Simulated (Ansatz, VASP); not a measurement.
# P in VASP and in Ansatz

File INCAR:

```
SYSTEM = P
ALGO = Normal
EDIFF = 1E-6
ENCUT = 520
GGA = PS
ISIF = 2
ISMEAR = 0
LASPH = .True.
LCHARG = .True.
LELF = .True.
LREAL = .False.
LVHAR = .True.
LWAVE = .False.
NBANDS = 18
NELM = 60
PREC = Accurate
SIGMA = 0.05
```

KPOINTS

```
k-points
0
Gamma
  8 1 6
  0 0 0
```

Contents of POSCAR:

```
P
1.0
    3.2843671017      0.0000000000      0.0000000000
    0.0000000000     34.8747470704      0.0000000000
    0.0000000000      0.0000000000      4.4812791797
P
4
Direct
    0.0000000000      0.9696876236      0.5826201292
    0.0000000000      0.0303123764      0.4173798708
    0.5000000000      0.0303123764      0.0826201292
    0.5000000000      0.9696876236      0.9173798708
```

Input for Ansatz:

```yaml
crystal:
  lattice:
    - [3.2843671017, 0.0, 0.0]
    - [0.0, 34.8747470704, 0.0]
    - [0.0, 0.0, 4.4812791797]
  atoms:
    - { symbol: P, position: [0.0, 0.9696876236, 0.5826201292] }
    - { symbol: P, position: [0.0, 0.0303123764, 0.4173798708] }
    - { symbol: P, position: [0.5, 0.0303123764, 0.0826201292] }
    - { symbol: P, position: [0.5, 0.9696876236, 0.9173798708] }
basis:
  ecutwfc: 420
kpoints:
  mp_grid: { grid: [8, 1, 6] }
hamiltonian:
  xc: pbesol
scf:
  occupations: { method: gaussian, width: 0.05 }
output:
  forces: true
  stress: true
  eigenvalues: true
```

Change from the starting cell: strain +0.0100 x Voigt [0, 0, 1, 0, 0, 0], atoms carried along.

Alike in both runs: task single point; functional PBEsol; k mesh 8 × 1 × 6; occupations gaussian, width 0.05 eV; no spin polarisation.

|  | VASP | Ansatz |
| --- | --- | --- |
| version | VASP 6.6.1 | Ansatz 0.2.0 |
| potentials or method | VASP PAW PBE potentials, release 64 (P), cutoff 520 eV | scalar-relativistic, plane waves, PAW |
| valence electrons in the cell | 20 | 20 |

```csv
,VASP,Ansatz,Ansatz less VASP
gap on the k mesh at the Fermi level (eV),0.79,0.77,-0.016
least direct gap on the mesh (eV),0.79,0.77,-0.016
rms of the force components (eV/Å),0.093,0.083,-0.0097
```

VASP's potentials were made for PBE, not for PBEsol. Atom by atom the forces differ by 0.013 eV/Å (rms over components). With one functional, cell and mesh, what is left measures potentials, basis and numerics.
